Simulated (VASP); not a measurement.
## Rh: single point with PBEsol

The system is Rh.

```xyz
2
Lattice="2.7669 0.0000 0.0000 -1.3835 2.3962 0.0000 0.0000 0.0000 4.4868" Properties=species:S:1:pos:R:3 pbc="T T T"
Rh    1.3835    0.7987    3.3651
Rh    0.0000    1.5975    1.1217
```

| Property | Result |
| --- | --- |
| Program | VASP 6.6.1 |
| Task | single point |
| Functional | PBEsol |
| Potentials or basis | VASP PAW PBE potentials, release 64 (Rh_pv) |
| Cutoff | 520 eV |
| k mesh | 12 × 12 × 7 |
| Occupations | gaussian, width 0.1 eV |
| Spin | no spin polarisation |
| Dipole correction | no |
| Further INCAR settings | ALGO = Normal; EDIFF = 1e-06; NBANDS = 22 |

The pressure is -21.5 GPa and the band gap on the k mesh is zero (band 15 reaches 10.99 eV, above the bottom of band 16 at 8.86 eV).

Stress tensor (GPa, compression positive):
```
-21.34   0.00   0.00
  0.00 -21.34   0.00
  0.00   0.00 -21.95
```

Levels at points of the mesh, in eV from the Fermi level:
```
           k point  band 12  band 13  band 14  band 15  band 16  band 17  band 18  band 19
(0.00, 0.00, 0.00)    -2.25    -2.25    -1.70    -1.70     0.11     0.11     0.71     7.78
(0.50, 0.00, 0.00)    -2.03    -1.96     0.37     0.53     0.63     2.76     4.70     9.68
```

Wall time 26 s on 1 thread of AMD EPYC 9R45 96-Core Processor (Zen 5), with other jobs on the host, peak memory 0.15 GiB.

Caveat: the PAW data sets were made with another functional, which shifts forces and pressure a little.
